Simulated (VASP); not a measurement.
# CdBiO4 (P6/mmm) in VASP: a series of runs

Runs on CdBiO4. Level: PBE. Tasks: single point, relaxation of cell and atoms.

All numbers are computed with VASP 6.6.1; they aren't measurements. Logs are shortened: lines on timing, memory, paths and dates and some standing lists are left out, and cuts for length are marked.

**1. The cell of the first run**

Symmetry: P6/mmm, No. 191, hexagonal system. Conventional cell: a = 3.747 Å, b = 3.747 Å, c = 6.185 Å, α = 90.00°, β = 90.00°, γ = 120.00°. Within 3.5 Å of Cd (site symmetry 6/mmm) lie 12 O at 2.66 Å and 2 Bi at 3.09 Å. Within 3.5 Å of Bi (site symmetry 6/mmm) lie 12 O at 2.65 Å and 2 Cd at 3.09 Å. O (site symmetry 3m) has 3 O at 2.16 Å and 3 Bi at 2.65 Å and 3 Cd at 2.66 Å within 2.9 Å.

The cell was generated, and may not be a known phase.

**2. Single point, PBE**

File INCAR:

```
SYSTEM = CdBiO4
PREC     = Accurate       ! precision mode
ENCUT    = 520            ! plane-wave cutoff, eV
EDIFF    = 1E-7           ! SCF threshold, eV
ISMEAR   = 0              ! smearing method
SIGMA    = 0.1            ! smearing width, eV
LREAL    = .False.        ! projectors in reciprocal space
LASPH    = .True.         ! aspherical terms in the spheres
NELM     = 80             ! most SCF steps
ALGO     = Normal         ! electronic algorithm
ISIF     = 2              ! what is computed and relaxed
LWAVE    = .False.        ! write WAVECAR
LCHARG   = .False.        ! write CHGCAR
GGA      = PE             ! functional
NBANDS   = 34             ! bands
```

File KPOINTS:

```
Automatic mesh
0
Gamma
  6 6 4
  0 0 0
```

File POSCAR:

```
CdBiO4
1.0
    3.7472105144      0.0000000000      0.0000000000
   -1.8736052572      3.2451794987      0.0000000000
    0.0000000000      0.0000000000      6.1849600276
Cd Bi O
1 1 4
Direct
    0.0000000000      0.0000000000      0.0000000000
    0.0000000000      0.0000000000      0.5000000000
    0.3333333333      0.6666666667      0.7484618625
    0.3333333333      0.6666666667      0.2515381375
    0.6666666667      0.3333333333      0.7484618625
    0.6666666667      0.3333333333      0.2515381375
```

Potentials or basis: VASP PAW PBE potentials, release 64 (Cd, Bi_d, O).

The run is started by

```bash
> cat potpaw_PBE.64/Cd/POTCAR potpaw_PBE.64/Bi_d/POTCAR potpaw_PBE.64/O/POTCAR > POTCAR
> mpirun -np 1 vasp_std > vasp.out
```

OUTCAR:

```text
SYSTEM = CdBiO4
   PREC = Accurate
   ENCUT = 520
   EDIFF = 1E-7
   ISMEAR = 0
   LREAL = .False.
   LASPH = .True.
   NELM = 80
   ISIF = 2
   GGA = PE

 ion  position               nearest neighbor table
   1  0.000  0.000  0.000-   3 2.66   4 2.66   5 2.66   6 2.66   3 2.66   4 2.66   5 2.66   6 2.66
                             5 2.66   6 2.66   3 2.66   4 2.66   2 3.09   2 3.09
   2  0.000  0.000  0.500-   3 2.65   4 2.65   5 2.65   6 2.65   3 2.65   4 2.65   5 2.65   6 2.65
                             5 2.65   6 2.65   3 2.65   4 2.65   1 3.09   1 3.09
   3  0.333  0.667  0.748-   2 2.65   2 2.65   2 2.65   1 2.66   1 2.66   1 2.66
   4  0.333  0.667  0.252-   2 2.65   2 2.65   2 2.65   1 2.66   1 2.66   1 2.66
   5  0.667  0.333  0.748-   2 2.65   2 2.65   2 2.65   1 2.66   1 2.66   1 2.66
   6  0.667  0.333  0.252-   2 2.65   2 2.65   2 2.65   1 2.66   1 2.66   1 2.66

  LATTYP: Found a hexagonal cell.
 ALAT       =     3.7472105144
 C/A-ratio  =     1.6505504572

  Lattice vectors:

 A1 = (   3.7472105144,   0.0000000000,   0.0000000000)
 A2 = (  -1.8736052572,   3.2451794987,   0.0000000000)
 A3 = (   0.0000000000,   0.0000000000,   6.1849600276)

Analysis of symmetry for initial positions (statically):
=====================================================================
 Subroutine PRICEL returns:
 Original cell was already a primitive cell.

 Routine SETGRP: Setting up the symmetry group for a
 hexagonal supercell.

 Subroutine GETGRP returns: Found 24 space group operations
 (whereof 24 operations were pure point group operations)
 out of a pool of 24 trial point group operations.

The static configuration has the point symmetry D_6h.

Analysis of symmetry for dynamics (positions and initial velocities):
=====================================================================
 Subroutine PRICEL returns:
 Original cell was already a primitive cell.

 Routine SETGRP: Setting up the symmetry group for a
 hexagonal supercell.

 Subroutine GETGRP returns: Found 24 space group operations
 (whereof 24 operations were pure point group operations)
 out of a pool of 24 trial point group operations.

The dynamic configuration has the point symmetry D_6h.

 Subroutine INISYM returns: Found 24 space group operations
 (whereof 24 operations are pure point group operations),
 and found     1 'primitive' translations

----------------------------------------------------------------------------------------

                                     Primitive cell

  volume of cell :      75.2114

  direct lattice vectors                    reciprocal lattice vectors
     3.747210514  0.000000000  0.000000000     0.266865178  0.154074682  0.000000000
    -1.873605257  3.245179499  0.000000000     0.000000000  0.308149364  0.000000000
     0.000000000  0.000000000  6.184960028     0.000000000  0.000000000  0.161682532

  length of vectors
     3.747210514  3.747210514  6.184960028     0.308149364  0.308149364  0.161682532

  position of ions in fractional coordinates (direct lattice)
     0.000000000  0.000000000  0.000000000
     0.000000000  0.000000000  0.500000000
     0.333333333  0.666666667  0.748461863
     0.333333333  0.666666667  0.251538137
     0.666666667  0.333333333  0.748461863
     0.666666667  0.333333333  0.251538137

  ion indices of the primitive-cell ions
   primitive index   ion index
                 1           1
                 2           2
                 3           3
                 4           4
                 5           5
                 6           6

----------------------------------------------------------------------------------------

 KPOINTS: Automatic mesh

Automatic generation of k-mesh.
 Grid dimensions read from file:
 generate k-points for:    6    6    4

 Generating k-lattice:

  Cartesian coordinates                     Fractional coordinates (reciprocal lattice)
     0.044477530  0.025679114  0.000000000     0.166666667 -0.000000000  0.000000000
     0.000000000  0.051358227  0.000000000     0.000000000  0.166666667  0.000000000
     0.000000000  0.000000000  0.040420633     0.000000000  0.000000000  0.250000000

  Length of vectors
     0.051358227  0.051358227  0.040420633

  Shift w.r.t. Gamma in fractional coordinates (k-lattice)
     0.000000000  0.000000000  0.000000000

 Subroutine IBZKPT returns following result:
 ===========================================

 Found     21 irreducible k-points:

 Following reciprocal coordinates:
            Coordinates               Weight
  0.000000  0.000000  0.000000      1.000000
  0.166667  0.000000  0.000000      6.000000
  0.333333 -0.000000  0.000000      6.000000
  0.500000  0.000000  0.000000      3.000000
  0.166667  0.166667  0.000000      6.000000
  0.333333  0.166667  0.000000     12.000000
[... 13 lines left out ...]
  0.333333  0.166667  0.500000     12.000000
  0.333333  0.333333  0.500000      2.000000
   k-points           NKPTS =     21   k-points in BZ     NKDIM =     21   number of bands    NBANDS=     34
   number of dos      NEDOS =    301   number of ions     NIONS =      6
   total plane-waves  NPLWV =  37632
   dimension x,y,z NGX =    28 NGY =   28 NGZ =   48
   dimension x,y,z NGXF=    56 NGYF=   56 NGZF=   96
   ions per type =               1   1   4
   NGX,Y,Z   is equivalent  to a cutoff of  12.42, 12.42, 12.90 a.u.
   NGXF,Y,Z  is equivalent  to a cutoff of  24.84, 24.84, 25.80 a.u.
 SYSTEM =  CdBiO4
   PREC   = accura    normal or accurate (medium, high low for compatibility)
   ISTART =      0    job   : 0-new  1-cont  2-samecut
   ICHARG =      2    charge: 1-file 2-atom 10-const
   ISPIN  =      1    spin polarized calculation?
   LNONCOLLINEAR =      F non collinear calculations
   LSORBIT =      F    spin-orbit coupling
   LASPH  =      T    aspherical Exc in radial PAW
   ENCUT  =  520.0 eV  38.22 Ry    6.18 a.u.   6.97  6.97 11.50*2*pi/ulx,y,z
   NELM   =     80;   NELMIN=  2; NELMDL= -5     # of ELM steps
   EDIFF  = 0.1E-06   stopping-criterion for ELM
   LREAL  =      F    real-space projection
   EDIFFG = 0.1E-05   stopping-criterion for IOM
   NSW    =      0    number of steps for IOM
   IBRION =     -1    ionic relax: 0-MD 1-quasi-New 2-CG
   NFREE  =      0    steps in history (QN), initial steepest desc. (CG)
   ISIF   =      2    stress and relaxation
   ISYM   =      2    0-nonsym 1-usesym 2-fastsym
   POTIM  = 0.5000    time-step for ionic-motion
   TEBEG  =    0.0;   TEEND  =   0.0 temperature during run
   PSTRESS=    0.0 pullay stress
   NELECT =      51.0000    total number of electrons
   NUPDOWN=      -1.0000    fix difference up-down
   EMIN   =  10.00;   EMAX   =-10.00  energy-range for DOS
   EFERMI =   0.00;   METHOD = LEGACY
   ISMEAR =     0;   SIGMA  =   0.10  broadening in eV -4-tet -1-fermi 0-gaus
   EFERMI_NEDOS =   21; number of points for ismear=-14 and -15
   IALGO  =     38    algorithm
   IMIX   =      4    mixing-type and parameters
     AMIX     =   0.40;   BMIX     =  1.00
     AMIX_MAG =   1.60;   BMIX_MAG =  1.00
  volume/ion in A,a.u.               =      12.54        84.59
  Fermi-wavevector in a.u.,A,eV,Ry     =   1.438259  2.717915 28.144846  2.068588
  Thomas-Fermi vector in A             =   2.557245
   LORBIT       =      0    0 simple, 1 ext, 2 COOP (PROOUT), +10 PAW based schemes
   GGA     = PE    functional components
   LHFCALC =     F    Hartree Fock is set to
   AEXX    =    0.0000 exact exchange contribution
   IVDW    =     0    specifies the selected vdW correction
   LEPSILON=     F    determine dielectric tensor
   LRPA    =     F    only Hartree local field effects (RPA)
 non-spin polarized calculation
 Gauss-broadening in eV      SIGMA  =   0.10
  energy-cutoff  :      520.00
  volume of cell :       75.21
 maximum number of plane-waves:      2041
 NGX is ok and might be reduce to    28
   NGX = 13   NGY = 13   NGZ = 23

 number of electron      50.9999999 magnetization

 Free energy of the ion-electron system (eV)
  ---------------------------------------------------
  ext. energy  EPLUGINS =         0.00000000
  ---------------------------------------------------
  free energy    TOTEN  =       -24.01803627 eV

  energy without entropy =      -24.00424779  energy(sigma->0) =      -24.01114203

 E-fermi :   5.1101     XC(G=0): -11.5691

 val. band max:        5.0977736302   @ k =   0.1667   0.1667   0.2500
 cond. band min:       5.1442816461   @ k =   0.1667   0.1667   0.5000
 fundamental gap:      0.0465080159
 Fermi energy:         5.1101180422

 k-point     1 :       0.0000    0.0000    0.0000
  band No.  band energies     occupation
      1     -17.9397      2.00000
      2     -17.8784      2.00000
      3     -17.8784      2.00000
      4     -17.8384      2.00000
      5     -17.8384      2.00000
      6     -14.2921      2.00000
[... 26 lines left out ...]
     33      16.2639      0.00000
     34      16.2639      0.00000

 k-point     2 :       0.1667    0.0000    0.0000
  band No.  band energies     occupation
      1     -17.9315      2.00000
      2     -17.8849      2.00000
      3     -17.8643      2.00000
      4     -17.8606      2.00000
      5     -17.8413      2.00000
      6     -14.0647      2.00000
[... 26 lines left out ...]
     33      15.5098      0.00000
     34      16.2461      0.00000

 k-point     3 :       0.3333   -0.0000    0.0000
  band No.  band energies     occupation
      1     -17.9284      2.00000
      2     -17.9121      2.00000
      3     -17.8859      2.00000
      4     -17.8472      2.00000
      5     -17.8247      2.00000
      6     -13.4507      2.00000
[... 26 lines left out ...]
     33      14.8263      0.00000
     34      16.2342      0.00000
[... 593 lines left out ...]
 k-point    20 :       0.3333    0.1667    0.5000
  band No.  band energies     occupation
      1     -17.9204      2.00000
      2     -17.9137      2.00000
      3     -17.8807      2.00000
      4     -17.8636      2.00000
      5     -17.8241      2.00000
      6     -12.8498      2.00000
[... 26 lines left out ...]
     33      12.6979      0.00000
     34      14.0896      0.00000

 k-point    21 :       0.3333    0.3333    0.5000
  band No.  band energies     occupation
      1     -17.8978      2.00000
      2     -17.8978      2.00000
      3     -17.8952      2.00000
      4     -17.8577      2.00000
      5     -17.8577      2.00000
      6     -12.2102      2.00000
[... 26 lines left out ...]
     33      13.1883      0.00000
     34      13.1883      0.00000

------------------------ aborting loop because EDIFF is reached ----------------------------------------

  FORCE on cell =-STRESS in cart. coord.  units (eV):
  Direction    XX          YY          ZZ          XY          YZ          ZX
  --------------------------------------------------------------------------------------
  -------------------------------------------------------------------------------------
  Total        0.0740176      0.0740176      0.1491450      0.0000000     -0.0000000      0.0000000
  in kB        1.5767456      1.5767456      3.1771339      0.0000000     -0.0000000      0.0000000
  external PRESSURE =       2.1102084 kB  Pullay stress =       0.0000000 kB

 VOLUME and BASIS-vectors are now :
 -----------------------------------------------------------------------------
  energy-cutoff  :      520.00
  volume of cell :       75.21
      direct lattice vectors                 reciprocal lattice vectors
     3.747210514  0.000000000  0.000000000     0.266865178  0.154074682  0.000000000
    -1.873605257  3.245179499  0.000000000     0.000000000  0.308149364  0.000000000
     0.000000000  0.000000000  6.184960028     0.000000000  0.000000000  0.161682532

 POSITION                                       TOTAL-FORCE (eV/Angst)
 -----------------------------------------------------------------------------------
      0.00000      0.00000      0.00000        -0.000000     -0.000000      0.000000
      0.00000      0.00000      3.09248        -0.000000     -0.000000      0.000000
     -0.00000      2.16345      4.62921        -0.000000      0.000000     -0.003833
     -0.00000      2.16345      1.55575        -0.000000      0.000000      0.003833
      1.87361      1.08173      4.62921         0.000000     -0.000000     -0.003833
      1.87361      1.08173      1.55575         0.000000     -0.000000      0.003833
 -----------------------------------------------------------------------------------
    total drift:                               -0.000000      0.000000      0.000000

  FREE ENERGIE OF THE ION-ELECTRON SYSTEM (eV)
  ---------------------------------------------------
  free  energy   TOTEN  =       -24.0180362730 eV

  energy  without entropy=      -24.0042477853  energy(sigma->0) =      -24.01114203
```

Run time: 85 s. Hardware: 1 thread of Oxide Virtual Turin-like, shared host; peak memory 0.18 GiB.

Results:

- Free energy: -24.0180 eV
- Pressure: 0.2 GPa
- Largest force: 0.004 eV/Å
- Band gap on the k mesh: zero (an odd number of electrons rules out a gap without spin polarisation)

Forces on the atoms (eV/Å):
```
Cd   0.000  0.000  0.000
Bi   0.000  0.000  0.000
O    0.000  0.000 -0.004
O    0.000  0.000  0.004
O    0.000  0.000 -0.004
O    0.000  0.000  0.004
```

Caveat: spin-orbit coupling is left out, which moves the levels of the heavy elements; an odd number of electrons without spin polarisation forces a metal; a magnetic or distorted state may lie lower.

(Continued in part 2 of 2.)

The gap in the log of VASP goes by the Fermi energy; the results here count the filled bands.